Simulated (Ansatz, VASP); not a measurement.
Two plane-wave programs on KF

File INCAR:

```
PREC = Accurate
ENCUT = 520
EDIFF = 1E-6
ISMEAR = 0
SIGMA = 0.05
LREAL = F
LASPH = T
NELM = 100
ALGO = Normal
ISIF = 2
LWAVE = F
LCHARG = T
GGA = PE
LELF = T
LVHAR = T
NBANDS = 15
```

KPOINTS

```
regular mesh
0
Gamma
  8 8 8
```

The input POSCAR:

```
KF
1.0
   -0.1405820069      2.5980285165      2.5980285165
    2.5980285165     -0.1405820069      2.5980285165
    2.5980285165      2.5980285165     -0.1405820069
K F
1 1
Direct
    0.0000000000      0.0000000000      0.0000000000
    0.5000000000      0.5000000000      0.5000000000
```

Input for Ansatz:

```yaml
crystal:
  lattice:
    - [-0.1405820069, 2.5980285165, 2.5980285165]
    - [2.5980285165, -0.1405820069, 2.5980285165]
    - [2.5980285165, 2.5980285165, -0.1405820069]
  atoms:
    - { symbol: K, position: [0.0, 0.0, 0.0] }
    - { symbol: F, position: [0.5, 0.5, 0.5] }
basis:
  ecutwfc: 520.0
kpoints:
  mp_grid: { grid: [8, 8, 8] }
hamiltonian:
  xc: pbe
scf:
  occupations: { method: gaussian, width: 0.05 }
output:
  forces: true
  stress: true
  eigenvalues: true
```

Alike in both runs: task single point; functional PBE; k mesh 8 × 8 × 8; occupations gaussian, width 0.05 eV; no spin polarisation.

```csv
,VASP,Ansatz
version,VASP 6.6.1,Ansatz 0.2.0
potentials or method,"VASP PAW PBE potentials, release 64 (K_sv, F), cutoff 520 eV","scalar-relativistic, plane waves, PAW"
valence electrons in the cell,16,16
```

```csv
,VASP,Ansatz,Ansatz less VASP
gap on the k mesh at the Fermi level (eV),6.12,6.14,+0.016
least direct gap on the mesh (eV),6.12,6.14,+0.016
pressure (GPa),1.5,1.5,-0.04
"traceless stress, the component that is largest in VASP (GPa)",0.57,0.58,+0.010
```

The functional is the same, so the differences come from potentials, cutoffs and numerics.
